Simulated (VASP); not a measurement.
Input of a VASP 6.6.1 run:

The input INCAR:

```
PREC = Accurate
ENCUT = 520
EDIFF = 1E-7
ISMEAR = 0
SIGMA = 0.1
LREAL = False
LASPH = True
NELM = 100
ALGO = Fast
ISIF = 2
LWAVE = False
LCHARG = False
GGA = PE
IVDW = 12
NBANDS = 10
```

File KPOINTS:

```
Automatic mesh
0
Gamma
  24 24 12
```

POSCAR

```
Al
1.0
    2.7477435691     -0.0044501253      0.0000000000
   -1.3778240203      2.4566388297      0.0000000000
    0.0000000000      0.0000000000      4.6698249172
Al
2
Direct
    0.6658271849      0.3319512558      0.7500000000
    0.3341728151      0.6680487442      0.2500000000
```

Potentials or basis: VASP PAW PBE potentials, release 64 (Al).

The run is started by

```sh
$ cat potpaw_PBE.64/Al/POTCAR > POTCAR
$ mpirun -np 1 vasp_std > vasp.out
```

Problem. Estimate the pressure.

Solution. 1.0 GPa.

Problem. Predict the band gap on the k mesh.

Solution. Zero (bands 3 and 4 overlap by 7.54 eV).

Stress tensor (GPa, compression positive):
```
 2.95  0.08  0.00
 0.08  0.03  0.00
 0.00  0.00 -0.02
```

Caveat: the cell differs from its parent crystal (uniaxial strain along a: -2.0 %, then relaxed in part).
